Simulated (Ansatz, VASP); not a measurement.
TaN: VASP beside Ansatz

INCAR

```
SYSTEM = TaN
PREC = Accurate
ENCUT = 520
EDIFF = 1E-6
ISMEAR = -1
SIGMA = 0.01
LREAL = .FALSE.
LASPH = .TRUE.
NELM = 150
ALGO = Normal
ISIF = 2
LWAVE = .FALSE.
LCHARG = .TRUE.
LMAXMIX = 4
LDAU = .TRUE.
LDAUTYPE = 2
LDAUL = 2 -1
LDAUU = 8 0
LDAUJ = 0 0
LDAUPRINT = 1
GGA = PS
IVDW = 12
LELF = .TRUE.
LVHAR = .TRUE.
NBANDS = 15
```

File KPOINTS:

```
regular mesh
0
G
  10 10 10
  0 0 0
```

POSCAR

```
TaN
1.0
    0.0000000000      2.1814365931      2.1814365931
    2.1814365931      0.0000000000      2.1814365931
    2.1814365931      2.1814365931      0.0000000000
Ta N
1 1
Direct
    0.5000000000      0.5000000000      0.5000000000
    0.0000000000      0.0000000000      0.0000000000
```

The input input.yaml:

```yaml
crystal:
  lattice:
    - [0.0, 2.1814365931, 2.1814365931]
    - [2.1814365931, 0.0, 2.1814365931]
    - [2.1814365931, 2.1814365931, 0.0]
  atoms:
    - { symbol: Ta, position: [0.5, 0.5, 0.5] }
    - { symbol: "N", position: [0.0, 0.0, 0.0] }
kpoints:
  mp_grid: { grid: [10, 10, 10] }
scf:
  occupations: { method: fermi_dirac, width: 0.01 }
hamiltonian:
  xc: pbesol
  dispersion: d3bj
  pseudopotentials: { kind: all_electron, lapw: { basis_error: 0.001 } }
  hubbard:
    sites: [{ species: Ta, l: d, u_eff: 8 }]
    double_counting: fll
    projectors: ortho-atomic
output:
  forces: true
  stress: true
  eigenvalues: true
  hubbard: {}
```

Change from the starting cell: volume scaled by 0.96.

Alike in both runs: task single point; functional PBEsol; dispersion D3(BJ); k mesh 10 × 10 × 10; occupations fermi-dirac, width 0.01 eV; no spin polarisation; Hubbard terms Ta d U = 8.0 eV.

|  | VASP | Ansatz |
| --- | --- | --- |
| version | VASP 6.6.1 | Ansatz 0.2.0 |
| potentials or method | VASP PAW PBE potentials, release 64 (Ta_pv, N), cutoff 520 eV | all-electron LAPW, scalar-relativistic |

VASP gave:

| Property | Result |
| --- | --- |
| gap on the k mesh at the Fermi level (eV) | none |
| pressure (GPa) | 24.1 |

**Question.** Estimate Ansatz's values.

**Answer.** gap on the k mesh at the Fermi level (eV): none; pressure (GPa): 4.1.

VASP's potentials were made for PBE, not for PBEsol. The programs project onto different local orbitals, so the same U acts differently, and such runs can settle in different states. A gap of «none» marks a metal or a gap that the smearing closes. Ansatz ran all-electron here, and VASP with PAW potentials.

Spin-orbit coupling is off throughout. Noted on Ansatz's run: U is the effective U less J, on atomic orbitals that reach past the spheres.
